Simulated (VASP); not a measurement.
A run of VASP 6.6.1 is set up as follows.

INCAR

```
SYSTEM = LaPt5
  PREC = Accurate
  ENCUT = 520
  EDIFF = 1E-6
  ISMEAR = 1
  SIGMA = 0.1
  LREAL = .False.
  LASPH = .True.
  NELM = 60
  ALGO = Normal
  ISIF = 2
  LWAVE = .False.
  LCHARG = .False.
  NBANDS = 40
```

Contents of KPOINTS:

```
Automatic mesh
0
Gamma
  5 5 5
  0 0 0
```

The input POSCAR:

```
LaPt5
1.0
    5.2760507815      0.0000000000      0.0000000000
   -2.6380253908      4.5691941801      0.0000000000
    0.0000000000      0.0000000000      4.2866688117
La Pt
1 5
Direct
    0.0000000000      0.0000000000      0.0000000000
    0.3333333333      0.6666666667      0.0000000000
    0.6666666667      0.3333333333      0.0000000000
    0.5000000000      0.0000000000      0.5000000000
    0.5000000000      0.5000000000      0.5000000000
    0.0000000000      0.5000000000      0.5000000000
```

Potentials or basis: VASP PAW LDA potentials, release 64 (La, Pt).

Launch:

```sh
$ cat potpaw_LDA.64/La/POTCAR potpaw_LDA.64/Pt/POTCAR > POTCAR
$ mpirun -np 1 vasp_std > vasp.out
```

Question: What does it give for the pressure?

Answer: 10.4 GPa.

Question: What does it give for the band gap on the k mesh?

Answer: Zero (an odd number of electrons rules out a gap without spin polarisation).

Stress tensor (GPa, compression positive):
```
 9.74  0.00  0.00
 0.00  9.74  0.00
 0.00  0.00 11.79
```

Caveat: the cell stands under pressure; spin-orbit coupling is left out, which moves the levels of the heavy elements.
